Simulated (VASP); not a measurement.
Runs of VASP 6.6.1 on RbBr. The structure is that of space group Fm-3m (No. 225), or close to it. The cells are those of the table. 

```csv
task,level,cell,k mesh,cutoff (eV),smearing,gap on the mesh (eV),pressure (GPa)
relaxation of cell and atoms,PBEsol,"relaxed from a = 4.847 Å, angles 60.0°, 2 atoms",6 × 6 × 6,600,gaussian 0.02 eV,4.21,0.0
single point,PBE,"a = 4.889 Å, angles 60.0°, 2 atoms",6 × 6 × 6,500,gaussian 0.02 eV,4.30,(a)
single point,PBEsol,"a = 4.966 Å, angles 60.0°, 2 atoms",6 × 6 × 6,500,gaussian 0.02 eV,4.05,-0.9
single point,PBEsol,"a = 4.844 Å, angles 60.0°, 2 atoms",6 × 6 × 6,520,gaussian 0.02 eV,4.22,0.0
relaxation of cell and atoms,PBEsol,"relaxed to 40 GPa from a = 3.951 Å, angles 60.0°, 2 atoms",8 × 8 × 8,500,gaussian 0.01 eV,3.47,40.0
relaxation of cell and atoms,PBEsol,"relaxed from a = 4.844 Å, angles 60.0°, 2 atoms",6 × 6 × 6,600,gaussian 0.01 eV,4.21,0.0
single point,PBEsol,"a = 4.840 Å, angles 60.0°, 2 atoms",6 × 6 × 6,520,gaussian 0.01 eV,4.22,0.0
single point,r2SCAN,"a = 4.711 Å, angles 60.0°, 2 atoms",6 × 6 × 6,550,gaussian 0.02 eV,5.21,2.2
single point,r2SCAN,"a = 4.711 Å, angles 60.0°, 2 atoms",6 × 6 × 6,550,tetrahedron,5.21,2.2
relaxation of cell and atoms,PBEsol,"relaxed to 40 GPa from a = 4.840 Å, angles 60.0°, 2 atoms",6 × 6 × 6,500,gaussian 0.01 eV,3.47,40.0
single point,PBEsol,"a = 4.840 Å, angles 60.0°, 2 atoms",6 × 6 × 6,500,gaussian 0.01 eV,4.22,0.0
```

Alike in all rows: potentials or basis VASP PAW PBE potentials, release 64 (Rb_sv, Br); no spin polarisation.

**Question.** Fill in the values left out.

**Answer.** (a) 0.6.

Caveats: the PAW data sets were made with another functional, which shifts forces and pressure a little (some runs); the cell is relaxed towards a set pressure, so the enthalpy falls and the energy may rise (some runs); the relaxation stopped at its first step, so nothing moved (some runs).

A k mesh can miss the band edges, and the runs leave out spin-orbit coupling on Br, Rb.
